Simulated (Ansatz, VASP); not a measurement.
## One calculation of CoPdO2, two programs

```xyz
4
Lattice="1.4131 2.4475 0.0000 -1.4131 2.4475 0.0000 0.0000 -1.6317 5.9204" Properties=species:S:1:pos:R:3 pbc="T T T"
Pd    0.0000    0.0000    0.0000
Co    0.0000    1.6317    2.9602
O     0.0000    0.0000    1.9919
O     0.0000    3.2633    3.9285
```

Alike in both runs: task single point; functional PBE; k mesh 7 × 7 × 7; no spin polarisation.

|  | VASP | Ansatz |
| --- | --- | --- |
| version | VASP 6.6.1 | Ansatz 0.2.0 |
| potentials or method | VASP PAW PBE potentials, release 64 (Pd, Co, O), cutoff 520 eV | PAW plane waves |
| occupations | fermi-dirac, width 0.1 eV | fermi-dirac |
| valence electrons in the cell | 31 | 47 |

VASP gave:

```
gap on the k mesh at the Fermi level (eV)                     : none
pressure (GPa)                                                : 6.8
traceless stress, the component that is largest in VASP (GPa) : 0.76
rms of the force components (eV/Å)                            : 0.050
```

Task: Which values does Ansatz return?

Result: gap on the k mesh at the Fermi level (eV): none; pressure (GPa): 6.8; traceless stress, the component that is largest in VASP (GPa): 0.83; rms of the force components (eV/Å): 0.072.

Atom by atom the forces differ by 0.022 eV/Å (rms over components). A gap of «none» marks a metal or a gap that the smearing closes. VASP's potentials hold 31 valence electrons a cell and Ansatz's 47, so a difference there can come from the potentials and not from the codes.

The k mesh is coarse, so the values compare programs but aren't converged.
